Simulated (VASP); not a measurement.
# Ti3Si (Fm-3m) in VASP: a series of runs

Runs on Ti3Si. Level: LDA. Tasks: single point.

Program: VASP 6.6.1. These are calculated values, not measurements. Logs are shortened: lines on timing, memory, paths and dates and some standing lists are left out, and cuts for length are marked.

**1. The cell of the first run**

It takes space group Fm-3m (No. 225, cubic). Conventional cell: a = 6.289 Å, b = 6.289 Å, c = 6.289 Å, α = 90.00°, β = 90.00°, γ = 90.00°. Within 3.6 Å of Ti (site symmetry -43m) lie 10 Ti at 2.72 to 3.14 Å and 4 Si at 2.72 Å. Ti (site symmetry m-3m) has 8 Ti at 2.72 Å and 6 Si at 3.14 Å within 3.6 Å. Within 3.6 Å of Si (site symmetry m-3m) lie 14 Ti at 2.72 to 3.14 Å.

**2. Single point, LDA**

INCAR

```
SYSTEM = Ti3Si
ALGO = Normal ; EDIFF = 1E-7
ENCUT = 520 ; ISIF = 2
ISMEAR = -1 ; LASPH = .True.
LCHARG = .False. ; LREAL = .False.
LWAVE = .False. ; NBANDS = 28
NELM = 60 ; PREC = Accurate
SIGMA = 0.1
```

KPOINTS

```
k-points
0
Gamma
  6 6 6
  0 0 0
```

POSCAR

```
Ti3Si
1.0
    0.0000000000      3.1443560000      3.1443560000
    3.1443560000      0.0000000000      3.1443560000
    3.1443560000      3.1443560000      0.0000000000
Ti Si
3 1
Direct
    0.7500000000      0.7500000000      0.7500000000
    0.2500000000      0.2500000000      0.2500000000
    0.0000000000      0.0000000000      0.0000000000
    0.5000000000      0.5000000000      0.5000000000
```

Potentials or basis: VASP PAW LDA potentials, release 64 (Ti_sv, Si).

Run with:

```bash
$ cat potpaw_LDA.64/Ti_sv/POTCAR potpaw_LDA.64/Si/POTCAR > POTCAR
$ mpirun -np 1 vasp_std > vasp.out
```

OUTCAR:

```text
SYSTEM = Ti3Si
   EDIFF = 1E-7
   ENCUT = 520
   ISIF = 2
   ISMEAR = -1
   LASPH = .True.
   LREAL = .False.
   NELM = 60
   PREC = Accurate

 ion  position               nearest neighbor table
   1  0.750  0.750  0.750-   4 2.72   4 2.72   4 2.72   3 2.72   4 2.72   3 2.72   3 2.72   3 2.72

   2  0.250  0.250  0.250-   3 2.72   3 2.72   3 2.72   3 2.72   4 2.72   4 2.72   4 2.72   4 2.72

   3  0.000  0.000  0.000-   1 2.72   1 2.72   1 2.72   1 2.72   2 2.72   2 2.72   2 2.72   2 2.72

   4  0.500  0.500  0.500-   2 2.72   2 2.72   2 2.72   1 2.72   2 2.72   1 2.72   1 2.72   1 2.72

  LATTYP: Found a face centered cubic cell.
 ALAT       =     6.2887120000

  Lattice vectors:

 A1 = (   0.0000000000,   3.1443560000,   3.1443560000)
 A2 = (   3.1443560000,   0.0000000000,   3.1443560000)
 A3 = (   3.1443560000,   3.1443560000,   0.0000000000)

Analysis of symmetry for initial positions (statically):
=====================================================================
 Subroutine PRICEL returns:
 Original cell was already a primitive cell.

 Routine SETGRP: Setting up the symmetry group for a
 face centered cubic supercell.

 Subroutine GETGRP returns: Found 48 space group operations
 (whereof 48 operations were pure point group operations)
 out of a pool of 48 trial point group operations.

The static configuration has the point symmetry O_h .

Analysis of symmetry for dynamics (positions and initial velocities):
=====================================================================
 Subroutine PRICEL returns:
 Original cell was already a primitive cell.

 Routine SETGRP: Setting up the symmetry group for a
 face centered cubic supercell.

 Subroutine GETGRP returns: Found 48 space group operations
 (whereof 48 operations were pure point group operations)
 out of a pool of 48 trial point group operations.

The dynamic configuration has the point symmetry O_h .

 Subroutine INISYM returns: Found 48 space group operations
 (whereof 48 operations are pure point group operations),
 and found     1 'primitive' translations

----------------------------------------------------------------------------------------

                                     Primitive cell

  volume of cell :      62.1763

  direct lattice vectors                    reciprocal lattice vectors
     0.000000000  3.144356000  3.144356000    -0.159015073  0.159015073  0.159015073
     3.144356000  0.000000000  3.144356000     0.159015073 -0.159015073  0.159015073
     3.144356000  3.144356000  0.000000000     0.159015073  0.159015073 -0.159015073

  length of vectors
     4.446790900  4.446790900  4.446790900     0.275422186  0.275422186  0.275422186

  position of ions in fractional coordinates (direct lattice)
     0.750000000  0.750000000  0.750000000
     0.250000000  0.250000000  0.250000000
     0.000000000  0.000000000  0.000000000
     0.500000000  0.500000000  0.500000000

  ion indices of the primitive-cell ions
   primitive index   ion index
                 1           1
                 2           2
                 3           3
                 4           4

----------------------------------------------------------------------------------------

 KPOINTS: k-points

Automatic generation of k-mesh.
 Grid dimensions read from file:
 generate k-points for:    6    6    6

 Generating k-lattice:

  Cartesian coordinates                     Fractional coordinates (reciprocal lattice)
    -0.026502512  0.026502512  0.026502512     0.166666667  0.000000000  0.000000000
     0.026502512 -0.026502512  0.026502512     0.000000000  0.166666667  0.000000000
     0.026502512  0.026502512 -0.026502512     0.000000000  0.000000000  0.166666667

  Length of vectors
     0.045903698  0.045903698  0.045903698

  Shift w.r.t. Gamma in fractional coordinates (k-lattice)
     0.000000000  0.000000000  0.000000000

 Subroutine IBZKPT returns following result:
 ===========================================

 Found     16 irreducible k-points:

 Following reciprocal coordinates:
            Coordinates               Weight
  0.000000  0.000000  0.000000      1.000000
  0.166667  0.000000  0.000000      8.000000
  0.333333  0.000000  0.000000      8.000000
  0.500000  0.000000  0.000000      4.000000
  0.166667  0.166667  0.000000      6.000000
  0.333333  0.166667  0.000000     24.000000
[... 8 lines left out ...]
 -0.333333  0.333333  0.166667     24.000000
 -0.333333  0.500000  0.166667     12.000000
   k-points           NKPTS =     16   k-points in BZ     NKDIM =     16   number of bands    NBANDS=     28
   number of dos      NEDOS =    301   number of ions     NIONS =      4
   total plane-waves  NPLWV =  46656
   dimension x,y,z NGX =    36 NGY =   36 NGZ =   36
   dimension x,y,z NGXF=    72 NGYF=   72 NGZF=   72
   ions per type =               3   1
   NGX,Y,Z   is equivalent  to a cutoff of  13.46, 13.46, 13.46 a.u.
   NGXF,Y,Z  is equivalent  to a cutoff of  26.92, 26.92, 26.92 a.u.
 SYSTEM =  Ti3Si
   PREC   = accura    normal or accurate (medium, high low for compatibility)
   ISTART =      0    job   : 0-new  1-cont  2-samecut
   ICHARG =      2    charge: 1-file 2-atom 10-const
   ISPIN  =      1    spin polarized calculation?
   LNONCOLLINEAR =      F non collinear calculations
   LSORBIT =      F    spin-orbit coupling
   LASPH  =      T    aspherical Exc in radial PAW
   ENCUT  =  520.0 eV  38.22 Ry    6.18 a.u.   8.27  8.27  8.27*2*pi/ulx,y,z
   NELM   =     60;   NELMIN=  2; NELMDL= -5     # of ELM steps
   EDIFF  = 0.1E-06   stopping-criterion for ELM
   LREAL  =      F    real-space projection
   EDIFFG = 0.1E-05   stopping-criterion for IOM
   NSW    =      0    number of steps for IOM
   IBRION =     -1    ionic relax: 0-MD 1-quasi-New 2-CG
   NFREE  =      0    steps in history (QN), initial steepest desc. (CG)
   ISIF   =      2    stress and relaxation
   ISYM   =      2    0-nonsym 1-usesym 2-fastsym
   POTIM  = 0.5000    time-step for ionic-motion
   TEBEG  =    0.0;   TEEND  =   0.0 temperature during run
   PSTRESS=    0.0 pullay stress
   NELECT =      40.0000    total number of electrons
   NUPDOWN=      -1.0000    fix difference up-down
   EMIN   =  10.00;   EMAX   =-10.00  energy-range for DOS
   EFERMI =   0.00;   METHOD = LEGACY
   ISMEAR =    -1;   SIGMA  =   0.10  broadening in eV -4-tet -1-fermi 0-gaus
   EFERMI_NEDOS =   21; number of points for ismear=-14 and -15
   IALGO  =     38    algorithm
   IMIX   =      4    mixing-type and parameters
     AMIX     =   0.40;   BMIX     =  1.00
     AMIX_MAG =   1.60;   BMIX_MAG =  1.00
  volume/ion in A,a.u.               =      15.54       104.90
  Fermi-wavevector in a.u.,A,eV,Ry     =   1.413253  2.670660 27.174683  1.997283
  Thomas-Fermi vector in A             =   2.534917
   LORBIT       =      0    0 simple, 1 ext, 2 COOP (PROOUT), +10 PAW based schemes
   GGA     = CA    functional components
   LHFCALC =     F    Hartree Fock is set to
   AEXX    =    0.0000 exact exchange contribution
   IVDW    =     0    specifies the selected vdW correction
   LEPSILON=     F    determine dielectric tensor
   LRPA    =     F    only Hartree local field effects (RPA)
 non-spin polarized calculation
  energy-cutoff  :      520.00
  volume of cell :       62.18
 maximum number of plane-waves:      1687
 NGX is ok and might be reduce to    36
   NGX = 17   NGY = 17   NGZ = 17

 number of electron      39.9999991 magnetization

 Free energy of the ion-electron system (eV)
  ---------------------------------------------------
  ext. energy  EPLUGINS =         0.00000000
  ---------------------------------------------------
  free energy    TOTEN  =       -33.13509562 eV

  energy without entropy =      -32.93188763  energy(sigma->0) =      -33.03349163

 E-fermi :   9.1043     XC(G=0): -11.9884

 val. band max:        9.0827122753   @ k =   0.1667   0.1667   0.0000
 cond. band min:       9.1297451204   @ k =  -0.1667   0.1667   0.0000
 fundamental gap:      0.0470328451
 Fermi energy:         9.1043394397

 k-point     1 :       0.0000    0.0000    0.0000
  band No.  band energies     occupation
      1     -46.7375      2.00000
      2     -46.6442      2.00000
      3     -46.2869      2.00000
      4     -23.4263      2.00000
      5     -23.4263      2.00000
      6     -23.4263      2.00000
[... 20 lines left out ...]
     27      12.2023      0.00000
     28      12.3511      0.00000

 k-point     2 :       0.1667    0.0000    0.0000
  band No.  band energies     occupation
      1     -46.7273      2.00000
      2     -46.6477      2.00000
      3     -46.2938      2.00000
      4     -23.4953      2.00000
      5     -23.4687      2.00000
      6     -23.4687      2.00000
[... 20 lines left out ...]
     27      12.1306      0.00000
     28      12.3512      0.00000

 k-point     3 :       0.3333    0.0000    0.0000
  band No.  band energies     occupation
      1     -46.7029      2.00000
      2     -46.6579      2.00000
      3     -46.3085      2.00000
      4     -23.5064      2.00000
      5     -23.5064      2.00000
      6     -23.5053      2.00000
[... 20 lines left out ...]
     27      12.0677      0.00000
     28      12.0855      0.00000

 k-point     4 :       0.5000    0.0000    0.0000
  band No.  band energies     occupation
      1     -46.6822      2.00000
      2     -46.6710      2.00000
      3     -46.3164      2.00000
      4     -23.5207      2.00000
      5     -23.5207      2.00000
      6     -23.4806      2.00000
[... 20 lines left out ...]
     27      12.0527      0.00000
     28      12.1204      0.00000

 k-point     5 :       0.1667    0.1667    0.0000
  band No.  band energies     occupation
      1     -46.7241      2.00000
      2     -46.6486      2.00000
      3     -46.2962      2.00000
      4     -23.5206      2.00000
      5     -23.5206      2.00000
      6     -23.4279      2.00000
[... 20 lines left out ...]
     27      12.3368      0.00000
     28      12.3939      0.00000

 k-point     6 :       0.3333    0.1667    0.0000
  band No.  band energies     occupation
      1     -46.7052      2.00000
      2     -46.6554      2.00000
      3     -46.3087      2.00000
      4     -23.5577      2.00000
      5     -23.5516      2.00000
      6     -23.4606      2.00000
[... 215 lines left out ...]
      5     -23.6399      2.00000
      6     -23.4730      2.00000
[... 20 lines left out ...]
     27      11.9019      0.00000
     28      12.3168      0.00000

 k-point    14 :       0.5000    0.3333    0.1667
  band No.  band energies     occupation
      1     -46.6883      2.00000
      2     -46.6618      2.00000
      3     -46.3196      2.00000
      4     -23.6061      2.00000
      5     -23.5447      2.00000
      6     -23.4802      2.00000
[... 20 lines left out ...]
     27      12.1703      0.00000
     28      12.3140      0.00000

 k-point    15 :      -0.3333    0.3333    0.1667
  band No.  band energies     occupation
      1     -46.6737      2.00000
      2     -46.6708      2.00000
      3     -46.3254      2.00000
      4     -23.6250      2.00000
      5     -23.5111      2.00000
      6     -23.4893      2.00000
[... 20 lines left out ...]
     27      11.7959      0.00000
     28      12.2093      0.00000

 k-point    16 :      -0.3333    0.5000    0.1667
  band No.  band energies     occupation
      1     -46.6752      2.00000
      2     -46.6662      2.00000
      3     -46.3285      2.00000
      4     -23.6492      2.00000
      5     -23.5669      2.00000
      6     -23.4610      2.00000
[... 20 lines left out ...]
     27      11.7056      0.00000
     28      11.8407      0.00000

------------------------ aborting loop because EDIFF is reached ----------------------------------------

  FORCE on cell =-STRESS in cart. coord.  units (eV):
  Direction    XX          YY          ZZ          XY          YZ          ZX
  --------------------------------------------------------------------------------------
  -------------------------------------------------------------------------------------
  Total       -3.4267357     -3.4267357     -3.4267357      0.0000000      0.0000000     -0.0000000
  in kB      -88.3010896    -88.3010896    -88.3010896      0.0000000      0.0000000     -0.0000000
  external PRESSURE =     -88.3010896 kB  Pullay stress =       0.0000000 kB

 VOLUME and BASIS-vectors are now :
 -----------------------------------------------------------------------------
  energy-cutoff  :      520.00
  volume of cell :       62.18
      direct lattice vectors                 reciprocal lattice vectors
     0.000000000  3.144356000  3.144356000    -0.159015073  0.159015073  0.159015073
     3.144356000  0.000000000  3.144356000     0.159015073 -0.159015073  0.159015073
     3.144356000  3.144356000  0.000000000     0.159015073  0.159015073 -0.159015073

 POSITION                                       TOTAL-FORCE (eV/Angst)
 -----------------------------------------------------------------------------------
      4.71653      4.71653      4.71653        -0.000000     -0.000000     -0.000000
      1.57218      1.57218      1.57218         0.000000      0.000000      0.000000
      0.00000      0.00000      0.00000         0.000000      0.000000      0.000000
      3.14436      3.14436      3.14436         0.000000      0.000000      0.000000
 -----------------------------------------------------------------------------------
    total drift:                                0.000000      0.000000      0.000000

  FREE ENERGIE OF THE ION-ELECTRON SYSTEM (eV)
  ---------------------------------------------------
  free  energy   TOTEN  =       -33.1350956240 eV

  energy  without entropy=      -32.9318876308  energy(sigma->0) =      -33.03349163
```

It took 51 s on 1 thread of AMD EPYC 7R13 (Zen 3), shared host; peak memory 0.14 GiB.

What came out:

```
Free energy            : -33.1351 eV
Pressure               : -8.8 GPa
Band gap on the k mesh : zero (band 20 reaches 9.21 eV, above the bottom of band 21 at 8.85 eV)
```

Levels at points of the mesh, in eV from the Fermi level:
| k point | band 17 | band 18 | band 19 | band 20 | band 21 | band 22 | band 23 | band 24 |
| --- | --- | --- | --- | --- | --- | --- | --- | --- |
| (0.00, 0.00, 0.00) | -2.00 | -2.00 | -0.03 | -0.03 | -0.03 | 2.05 | 2.26 | 2.26 |
| (0.50, 0.00, 0.00) | -0.52 | -0.47 | -0.47 | -0.17 | -0.17 | 0.61 | 0.89 | 0.89 |
| (0.50, 0.50, 0.00) | -1.84 | -1.84 | -0.29 | -0.25 | -0.25 | 1.04 | 1.23 | 1.23 |

**3. Single point, LDA**

This run uses another cell than the first one, of 15.93 Å³/atom, 1.025 times its volume.

INCAR

```
ALGO = Normal ; EDIFF = 1E-7
ENCUT = 520 ; ISIF = 2
ISMEAR = -1 ; LASPH = True
LCHARG = True ; LELF = True
LREAL = False ; LVHAR = True
LWAVE = False ; NBANDS = 28
NELM = 100 ; PREC = Accurate
SIGMA = 0.1
```

KPOINTS

```
k-points
0
Gamma
  6 6 6
```

POSCAR

```
Ti3Si
1.0
    0.0000000000      3.1703435917      3.1703435917
    3.1703435917      0.0000000000      3.1703435917
    3.1703435917      3.1703435917      0.0000000000
Ti Si
3 1
Direct
    0.7500000000      0.7500000000      0.7500000000
    0.2500000000      0.2500000000      0.2500000000
    0.0000000000      0.0000000000      0.0000000000
    0.5000000000      0.5000000000      0.5000000000
```

Potentials or basis: VASP PAW LDA potentials, release 64 (Ti_sv, Si).

Run with:

```bash
$ cat potpaw_LDA.64/Ti_sv/POTCAR potpaw_LDA.64/Si/POTCAR > POTCAR
$ mpirun -np 1 vasp_std > vasp.out
```

Run time: 58 s. Hardware: 1 thread of AMD EPYC 7R13 (Zen 3), shared host; peak memory 0.14 GiB.

It converged, with:

- Free energy: -33.0367 eV
- Pressure: -11.5 GPa
- Band gap on the k mesh: zero (band 20 reaches 8.93 eV, above the bottom of band 21 at 8.60 eV)

Levels at points of the mesh, in eV from the Fermi level:
```tsv
k point	band 17	band 18	band 19	band 20	band 21	band 22	band 23	band 24
(0.00, 0.00, 0.00)	-1.92	-1.92	-0.03	-0.03	-0.03	1.84	2.20	2.20
(0.50, 0.00, 0.00)	-0.51	-0.45	-0.45	-0.18	-0.18	0.57	0.87	0.87
(0.50, 0.50, 0.00)	-1.83	-1.83	-0.27	-0.23	-0.23	1.04	1.18	1.18
```

(Part 1 of 2 ends here.)
